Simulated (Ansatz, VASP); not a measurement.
## Sb in VASP and in Ansatz

File INCAR:

```
SYSTEM = Sb
ALGO     = Normal         ! electronic algorithm
EDIFF    = 1E-7           ! SCF threshold, eV
ENCUT    = 520            ! plane-wave cutoff, eV
GGA      = PE             ! functional
ISIF     = 2              ! what is computed and relaxed
ISMEAR   = 0              ! smearing method
LASPH    = .TRUE.         ! aspherical terms in the spheres
LCHARG   = .FALSE.        ! write CHGCAR
LREAL    = .FALSE.        ! projectors in reciprocal space
LWAVE    = .FALSE.        ! write WAVECAR
NBANDS   = 12             ! bands
NELM     = 100            ! most SCF steps
PREC     = Accurate       ! precision mode
SIGMA    = 0.15           ! smearing width, eV
```

File KPOINTS:

```
k-points
0
G
  12 12 12
  0 0 0
```

The input POSCAR:

```
Sb
1.0
    2.1506003320      1.2416496806      3.7440000000
   -2.1506003320      1.2416496806      3.7440000000
    0.0000000000     -2.4832993611      3.7440000000
Sb
2
Direct
    0.2069305983      0.2069305983      0.2069305983
    0.7663600000      0.7663600000      0.7663600000
```

Input for Ansatz:

```yaml
crystal:
  lattice:
    - [2.150600332, 1.2416496806, 3.744]
    - [-2.150600332, 1.2416496806, 3.744]
    - [0.0, -2.4832993611, 3.744]
  atoms:
    - { symbol: Sb, position: [0.2069305983, 0.2069305983, 0.2069305983] }
    - { symbol: Sb, position: [0.76636, 0.76636, 0.76636] }
basis:
  ecutwfc: 420
kpoints:
  mp_grid: { grid: [12, 12, 12] }
hamiltonian:
  xc: pbe
scf:
  occupations: { method: gaussian, width: 0.15 }
output:
  forces: true
  stress: true
  eigenvalues: true
```

Alike in both runs: task single point; functional PBE; k mesh 12 × 12 × 12; occupations gaussian, width 0.15 eV; no spin polarisation.

|  | VASP | Ansatz |
| --- | --- | --- |
| version | VASP 6.6.1 | Ansatz 0.2.0 |
| potentials or method | VASP PAW PBE potentials, release 64 (Sb), cutoff 520 eV | scalar-relativistic, plane waves, PAW |
| valence electrons in the cell | 10 | 30 |

Ansatz gave:

* gap on the k mesh at the Fermi level (eV): none
* pressure (GPa): 8.4
* traceless stress, the component that is largest in VASP (GPa): -1.68
* rms of the force components (eV/Å): 1.212

Q: Estimate VASP's values.

A: gap on the k mesh at the Fermi level (eV): none; pressure (GPa): 8.7; traceless stress, the component that is largest in VASP (GPa): -1.94; rms of the force components (eV/Å): 1.252.

Atom by atom the forces differ by 0.040 eV/Å (rms over components). A gap of «none» marks a metal or a gap that the smearing closes. VASP's potentials hold 10 valence electrons a cell and Ansatz's 30, so a difference there can come from the potentials and not from the codes.

Spin-orbit coupling is off throughout.
